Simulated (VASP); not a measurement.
Here is a VASP 6.6.1 calculation.

The input INCAR:

```
SYSTEM = Ti
  PREC = Accurate
  ENCUT = 600
  EDIFF = 1E-6
  ISMEAR = -1
  SIGMA = 0.05
  LREAL = .False.
  LASPH = .True.
  NELM = 60
  ALGO = Normal
  ISIF = 4
  LWAVE = .False.
  LCHARG = .False.
  GGA = PS
  IBRION = 2
  NSW = 50
  EDIFFG = -0.005
```

File KPOINTS:

```
Automatic mesh
0
Gamma
  15 15 8
  0 0 0
```

The input POSCAR:

```
Ti
1.0
    2.3778539096      0.0000000000      0.0000000000
   -1.1889269548      2.0592818922      0.0000000000
    0.0000000000      0.0000000000      3.7582876881
Ti
2
Direct
    0.3333333333      0.6666666667      0.2500000000
    0.6666666667      0.3333333333      0.7500000000
```

Potentials or basis: VASP PAW PBE potentials, release 64 (Ti_sv).

Run with:

```console
$ cat potpaw_PBE.64/Ti_sv/POTCAR > POTCAR
$ mpirun -np 1 vasp_std > vasp.out
```

Problem. Predict the band gap on the k mesh.

Solution. Zero (band 12 reaches 17.88 eV, above the bottom of band 13 at 16.18 eV).

Final structure:
```
Ti
1.0
     2.22977    0.00000    0.00000
    -1.11488    1.93103    0.00000
     0.00000    0.00000    4.27407
Ti
2
Direct
  0.33333 0.66667 0.25000
  0.66667 0.33333 0.75000
```
